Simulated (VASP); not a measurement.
# RbBr (Fm-3m) in VASP: a series of runs, part 3 of 3

VASP 6.6.1. The steps go on from the part before.

### 5 Single point, PBEsol

This run uses another cell than the first one, of 33.48 Å³/atom, 1.237 times its volume.

INCAR reads:

```
PREC = Accurate ; ENCUT = 520
EDIFF = 1E-6 ; ISMEAR = 0
SIGMA = 0.01 ; LREAL = False
LASPH = True ; NELM = 80
ALGO = Normal ; ISIF = 2
LWAVE = False ; LCHARG = True
GGA = PS ; LELF = True
LVHAR = True ; NBANDS = 15
```

KPOINTS reads:

```
Automatic mesh
0
Gamma
  6 6 6
```

POSCAR reads:

```
RbBr
1.0
    3.2230028547      3.2230028547      0.0000000000
   -3.2230028547      3.2230028547      0.0000000000
    0.0000000000      3.2230028547      3.2230028547
Rb Br
1 1
Direct
    0.0000000000      0.0000000000      0.0000000000
    0.5000000000      0.5000000000      0.0000000000
```

Potentials or basis: VASP PAW PBE potentials, release 64 (Rb_sv, Br).

Run with:

```
$ cat potpaw_PBE.64/Rb_sv/POTCAR potpaw_PBE.64/Br/POTCAR > POTCAR
$ mpirun -np 1 vasp_std > vasp.out
```

OUTCAR:

```text
PREC = Accurate
   ENCUT = 520
   EDIFF = 1E-6
   ISMEAR = 0
   LREAL = False
   LASPH = True
   NELM = 80
   ISIF = 2
   GGA = PS

 ion  position               nearest neighbor table
   1  0.000  0.000  0.000-   2 3.22   2 3.22   2 3.22   2 3.22   2 3.22   2 3.22
   2  0.500  0.500  0.000-   1 3.22   1 3.22   1 3.22   1 3.22   1 3.22   1 3.22

  LATTYP: Found a face centered cubic cell.
 ALAT       =     6.4460057094

  Lattice vectors:

 A1 = (   0.0000000000,   3.2230028547,   3.2230028547)
 A2 = (   3.2230028547,   0.0000000000,   3.2230028547)
 A3 = (   3.2230028547,   3.2230028547,   0.0000000000)

Analysis of symmetry for initial positions (statically):
=====================================================================
 Subroutine PRICEL returns:
 Original cell was already a primitive cell.

 Routine SETGRP: Setting up the symmetry group for a
 face centered cubic supercell.

 Subroutine GETGRP returns: Found 48 space group operations
 (whereof 48 operations were pure point group operations)
 out of a pool of 48 trial point group operations.

The static configuration has the point symmetry O_h .

Analysis of symmetry for dynamics (positions and initial velocities):
=====================================================================
 Subroutine PRICEL returns:
 Original cell was already a primitive cell.

 Routine SETGRP: Setting up the symmetry group for a
 face centered cubic supercell.

 Subroutine GETGRP returns: Found 48 space group operations
 (whereof 48 operations were pure point group operations)
 out of a pool of 48 trial point group operations.

The dynamic configuration has the point symmetry O_h .

 Subroutine INISYM returns: Found 48 space group operations
 (whereof 48 operations are pure point group operations),
 and found     1 'primitive' translations

----------------------------------------------------------------------------------------

                                     Primitive cell

  volume of cell :      66.9595

  direct lattice vectors                    reciprocal lattice vectors
[... 111 lines left out ...]
  energy-cutoff  :      520.00
  volume of cell :       66.96
 maximum number of plane-waves:      1821
 NGX is ok and might be reduce to    36
   NGX = 17   NGY = 17   NGZ = 17

 number of electron      16.0000002 magnetization

 Free energy of the ion-electron system (eV)
  ---------------------------------------------------
  ext. energy  EPLUGINS =         0.00000000
  ---------------------------------------------------
  free energy    TOTEN  =        -6.21393765 eV

  energy without entropy =       -6.21393765  energy(sigma->0) =       -6.21393765

 E-fermi :  -0.9272     XC(G=0):  -8.1973

 val. band max:       -1.0432838673   @ k =   0.0000   0.0000   0.0000
 cond. band min:       3.6393359134   @ k =   0.0000   0.0000   0.0000
 fundamental gap:      4.6826197807
 Fermi energy:        -0.9271843296

 k-point     1 :       0.0000    0.0000    0.0000
  band No.  band energies     occupation
      1     -25.0770      2.00000
      2     -13.4632      2.00000
      3      -9.1826      2.00000
      4      -9.1826      2.00000
      5      -9.1826      2.00000
      6      -1.0433      2.00000
      7      -1.0433      2.00000
      8      -1.0433      2.00000
      9       3.6393      0.00000
     10       6.1037      0.00000
     11       6.1037      0.00000
     12       6.1037      0.00000
     13       7.1530      0.00000
     14       7.1530      0.00000
[... 257 lines left out ...]
      2     -13.4305      2.00000
      3      -9.5109      2.00000
      4      -9.3931      2.00000
      5      -9.1796      2.00000
      6      -1.6408      2.00000
      7      -1.4902      2.00000
      8      -1.3296      2.00000
      9       5.0373      0.00000
     10       7.2038      0.00000
     11       7.4930      0.00000
     12       8.5493      0.00000
     13       9.5300      0.00000
     14      10.5129      0.00000
     15      11.2188      0.00000

------------------------ aborting loop because EDIFF is reached ----------------------------------------

  FORCE on cell =-STRESS in cart. coord.  units (eV):
  Direction    XX          YY          ZZ          XY          YZ          ZX
  --------------------------------------------------------------------------------------
  -------------------------------------------------------------------------------------
  Total        1.6984246      1.6984246      1.6984246     -0.0000000     -0.0000000      0.0000000
  in kB       40.6391651     40.6391651     40.6391651     -0.0000000     -0.0000000      0.0000000
  external PRESSURE =      40.6391651 kB  Pullay stress =       0.0000000 kB

 VOLUME and BASIS-vectors are now :
 -----------------------------------------------------------------------------
  energy-cutoff  :      520.00
  volume of cell :       66.96
      direct lattice vectors                 reciprocal lattice vectors
     3.223002855  3.223002855  0.000000000     0.155134830  0.155134830 -0.155134830
    -3.223002855  3.223002855  0.000000000    -0.155134830  0.155134830 -0.155134830
     0.000000000  3.223002855  3.223002855     0.000000000  0.000000000  0.310269660

 POSITION                                       TOTAL-FORCE (eV/Angst)
 -----------------------------------------------------------------------------------
      0.00000      0.00000      0.00000        -0.000000     -0.000000      0.000000
      0.00000      3.22300      0.00000         0.000000      0.000000      0.000000
 -----------------------------------------------------------------------------------
    total drift:                               -0.000000      0.000000     -0.000000

  FREE ENERGIE OF THE ION-ELECTRON SYSTEM (eV)
  ---------------------------------------------------
  free  energy   TOTEN  =        -6.2139376455 eV

  energy  without entropy=       -6.2139376455  energy(sigma->0) =       -6.21393765
```

OSZICAR:

```text
N       E                     dE             d eps       ncg     rms          rms(c)
DAV:   1     0.796416870305E+02    0.79642E+02   -0.69116E+03   480   0.931E+02
DAV:   2    -0.113324477901E+01   -0.80775E+02   -0.73879E+02   671   0.169E+02
DAV:   3    -0.625669439994E+01   -0.51234E+01   -0.50971E+01   657   0.425E+01
DAV:   4    -0.639179943145E+01   -0.13511E+00   -0.13509E+00   645   0.675E+00
DAV:   5    -0.639400022265E+01   -0.22008E-02   -0.22008E-02   680   0.668E-01    0.429E+00
DAV:   6    -0.622104998585E+01    0.17295E+00   -0.20884E-01   599   0.233E+00    0.291E+00
DAV:   7    -0.620755540709E+01    0.13495E-01   -0.10289E-01   606   0.171E+00    0.118E+00
DAV:   8    -0.621333063516E+01   -0.57752E-02   -0.87920E-03   494   0.574E-01    0.723E-02
DAV:   9    -0.621366988835E+01   -0.33925E-03   -0.34320E-04   634   0.110E-01    0.545E-02
DAV:  10    -0.621392649189E+01   -0.25660E-03   -0.31310E-04   508   0.942E-02    0.122E-02
DAV:  11    -0.621393532016E+01   -0.88283E-05   -0.17555E-05   592   0.260E-02    0.498E-03
DAV:  12    -0.621393755087E+01   -0.22307E-05   -0.37968E-06   521   0.130E-02    0.114E-03
DAV:  13    -0.621393764546E+01   -0.94593E-07   -0.17368E-07   492   0.242E-03
   1 F= -.62139376E+01 E0= -.62139376E+01  d E =-.226431E-62
```

stdout:

```text
POSCAR found type information on POSCAR RbBr
 POSCAR found :  2 types and       2 ions
 scaLAPACK will be used
 -----------------------------------------------------------------------------
|                                                                             |
|                                                                             |
|     You enforced a specific xc type in the INCAR file but a different       |
|     I HOPE YOU KNOW WHAT YOU ARE DOING!                                     |
|                                                                             |
 -----------------------------------------------------------------------------

 LDA part: xc-table for (Slater+PW92), standard interpolation
 POSCAR, INCAR and KPOINTS ok, starting setup
 FFT: planning ... GRIDC
 FFT: planning ... GRID_SOFT
 FFT: planning ... GRID
 WAVECAR not read
 entering main loop
```

Wall time 10 s (1 thread of Intel Xeon 6975P-C (Granite Rapids), shared host); peak memory 0.2 GiB.

What came out:

- Free energy: -6.2139 eV
- Pressure: 4.1 GPa
- Band gap on the k mesh: 4.68 eV, direct

Levels at points of the mesh, in eV from the valence-band top:
```tsv
k point	band 4	band 5	band 6	band 7	band 8	band 9	band 10	band 11	band 12	band 13
(0.00, 0.00, 0.00)	-8.14	-8.14	0.00	0.00	0.00	4.68	7.15	7.15	7.15	8.20
(0.50, 0.00, 0.00)	-8.15	-8.01	-1.39	-0.58	-0.58	7.09	8.19	9.93	9.93	10.63
(0.50, 0.50, 0.00)	-8.29	-8.29	-0.49	-0.15	-0.15	5.18	7.73	9.45	9.99	10.12
```

Caveat: the PAW data sets were made with another functional, which shifts forces and pressure a little. A k mesh can miss the band edges.

### 6 Summary

| cell | gap on the mesh (eV) | pressure (GPa) |
| --- | --- | --- |
| a = 4.246 Å, angles 60.0, 60.0, 90.0°, 2 atoms | 4.56 | 15.2 |
| a = 4.354 Å, angles 60.0, 60.0, 90.0°, 2 atoms | 4.82 | 10.2 |
| a = 4.441 Å, angles 60.0, 60.0, 90.0°, 2 atoms | 4.92 | 7.1 |
| a = 4.558 Å, angles 60.0, 60.0, 90.0°, 2 atoms | 4.68 | 4.1 |

Alike in all rows: task single point; level PBEsol; potentials or basis VASP PAW PBE potentials, release 64 (Rb_sv, Br); no spin polarisation; k mesh 6 × 6 × 6; cutoff (eV) 520; smearing gaussian 0.01 eV.

Caveats: the PAW data sets were made with another functional, which shifts forces and pressure a little.

Total energies depend on the potentials used, so only differences within one code and one set of settings carry meaning.
